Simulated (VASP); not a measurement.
A run of VASP 6.6.1:

INCAR

```
SYSTEM = SiNi2
ALGO = Fast
EDIFF = 1E-7
ENCUT = 520
GGA = PE
ISIF = 2
ISMEAR = 0
LASPH = .True.
LCHARG = .False.
LREAL = .False.
LWAVE = .False.
NBANDS = 33
NELM = 60
PREC = Accurate
SIGMA = 0.1
```

KPOINTS

```
k-points
0
Gamma
  12 12 8
  0 0 0
```

The input POSCAR:

```
SiNi2
1.0
    3.9901648282      0.0000000000      0.0000000000
   -1.9950824141      3.4555841065      0.0000000000
    0.0000000000      0.0000000000      4.9295078811
Si Ni
2 4
Direct
    0.3333333333      0.6666666667      0.7500000000
    0.6666666667      0.3333333333      0.2500000000
    0.0000000000      0.0000000000      0.0000000000
    0.0000000000      0.0000000000      0.5000000000
    0.3333333333      0.6666666667      0.2500000000
    0.6666666667      0.3333333333      0.7500000000
```

Potentials or basis: VASP PAW PBE potentials, release 64 (Si, Ni).

Command:

```console
$ cat potpaw_PBE.64/Si/POTCAR potpaw_PBE.64/Ni/POTCAR > POTCAR
$ mpirun -np 1 vasp_std > vasp.out
```

Hardware: 1 thread of Intel(R) Xeon(R) 6975P-C (Granite Rapids), on a shared host.

How long does it take, and how much memory?

Wall time 2.4 min on 1 thread of Intel(R) Xeon(R) 6975P-C (Granite Rapids), with other jobs on the host, peak memory 0.29 GiB. Counts: scf iterations 19, k points 95.
